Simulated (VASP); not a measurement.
Set up this calculation in VASP 6.6.1, as the native input.

| Item | Value |
| --- | --- |
| Task | relaxation of cell and atoms |
| Functional | PBE |
| Potentials or basis | VASP PAW PBE potentials, release 64 (Si, C) |
| Cutoff | 600 eV |
| k mesh | 6 × 6 × 2 |
| Occupations | gaussian, width 0.1 eV |
| Spin | no spin polarisation |
| Dipole correction | no |
| Further INCAR settings | ALGO = Normal; EDIFF = 1e-06; IBRION = 2; EDIFFG = -0.04; NSW = 90; ISIF = 3 |

The structure of Si5C lies in POSCAR:

```
Si5C
1.0
    2.7558119000      0.0000000000      0.0000000000
    0.0000000000      2.7558119000      0.0000000000
    0.0000000000      0.0000000000     11.6919196900
Si C
5 1
Direct
    0.5000000000      0.5000000000      0.1666666700
    0.0000000000      0.0000000000      0.3333333300
    0.5000000000      0.5000000000      0.5000000000
    0.0000000000      0.0000000000      0.6666666700
    0.5000000000      0.5000000000      0.8333333300
    0.0000000000      0.0000000000      0.0000000000
```

These files were run (other wordings do the same):

INCAR

```
ALGO = Normal
EDIFF = 1E-6
EDIFFG = -0.04
ENCUT = 600
GGA = PE
IBRION = 2
ISIF = 3
ISMEAR = 0
LASPH = True
LCHARG = False
LREAL = False
LWAVE = False
NELM = 80
NSW = 90
PREC = Accurate
SIGMA = 0.1
```

KPOINTS

```
k-points
0
Gamma
  6 6 2
```

Potentials or basis: VASP PAW PBE potentials, release 64 (Si, C).

The run is started by

```console
$ cat potpaw_PBE.64/Si/POTCAR potpaw_PBE.64/C/POTCAR > POTCAR
$ mpirun -np 1 vasp_std > vasp.out
```

Results of the run:

* Relaxed volume: 12.56 Å³/atom
* Relaxed cell: a = 2.858 Å, b = 2.858 Å, c = 9.227 Å, α = 90.00°, β = 90.00°, γ = 90.00°
* Space group after relaxing (to 0.1 Å): P4/mmm (No. 123)
* Energy gained by relaxing: 373.1 meV/atom
* Ionic steps: 16
* Pressure after relaxing: 0.1 GPa
* Largest force after relaxing: 0.040 eV/Å

Caveat: the k points lie up to 0.37 Å⁻¹ apart in the final cell; the volume moved by over 15 % at a fixed basis, so the end points are rough; the highest band is partly filled, so the run has too few bands.

It took 5.5 min on 1 thread of Intel(R) Xeon(R) Platinum 8375C CPU @ 2.90GHz (Ice Lake) (shared host), peak memory 0.24 GiB.
